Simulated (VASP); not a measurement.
TiTe, 4 atoms in the cell. Symmetry: P6_3/mmc, No. 194, hexagonal system. Conventional cell: a = 3.917 Å, b = 3.917 Å, c = 6.529 Å, α = 90.00°, β = 90.00°, γ = 120.00°. Te (site symmetry -6m2) has 6 Ti at 2.79 Å within 3.7 Å. Within 3.7 Å of Ti (site symmetry -3m) lie 6 Te at 2.79 Å and 2 Ti at 3.26 Å.  This cell differs from its parent crystal: volume scaled by 1.06.

- Program: VASP 6.6.1
- Task: single point
- Functional: PBEsol
- Potentials or basis: VASP PAW PBE potentials, release 64 (Te, Ti_sv)
- Cutoff: 520 eV
- k mesh: 8 × 8 × 4
- Occupations: fermi-dirac, width 0.05 eV
- Spin: no spin polarisation
- Dipole correction: no
- Further INCAR settings: ALGO = Normal; EDIFF = 1e-06; NBANDS = 26

Potentials or basis: VASP PAW PBE potentials, release 64 (Te, Ti_sv).

Run with:

```console
$ cat potpaw_PBE.64/Te/POTCAR potpaw_PBE.64/Ti_sv/POTCAR > POTCAR
$ mpirun -np 1 vasp_std > vasp.out
```

Hardware: 1 thread of AMD EPYC 7R13, with other jobs on the host.

Problem. Estimate the wall time of this run.

Solution. Run time: 3.6 min on 1 thread of AMD EPYC 7R13, with other jobs on the host, peak memory 0.21 GiB. Counts: scf iterations 14, k points 30.
